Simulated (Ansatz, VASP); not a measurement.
One calculation of Cu, two programs

```xyz
3
Lattice="3.2912 0.0000 0.0000 -1.6456 2.8502 0.0000 0.0000 0.0000 3.7339" Properties=species:S:1:pos:R:3 pbc="T T T"
Cu    0.7418    0.0000    1.2446
Cu   -0.3709    0.6424    2.4893
Cu    1.2747    2.2078    0.0000
```

Alike in both runs: task single point; functional PBEsol; k mesh 6 × 6 × 6; occupations gaussian, width 0.1 eV; no spin polarisation.

```csv
,VASP,Ansatz
version,VASP 6.6.1,Ansatz 0.2.0
potentials or method,"VASP PAW PBE potentials, release 64 (Cu), cutoff 600 eV","scalar-relativistic, plane waves, PAW"
valence electrons in the cell,33,57
```

VASP gave:

```
gap on the k mesh at the Fermi level (eV) : none
rms of the force components (eV/Å)        : 8.578
```

Task: Estimate Ansatz's values.

Result: gap on the k mesh at the Fermi level (eV): none; rms of the force components (eV/Å): 8.459.

VASP's potentials were made for PBE, not for PBEsol. Atom by atom the forces differ by 0.120 eV/Å (rms over components). A gap of «none» marks a metal or a gap that the smearing closes. VASP's potentials hold 33 valence electrons a cell and Ansatz's 57, so a difference there can come from the potentials and not from the codes.

The k mesh is coarse, so the values compare programs but aren't converged.
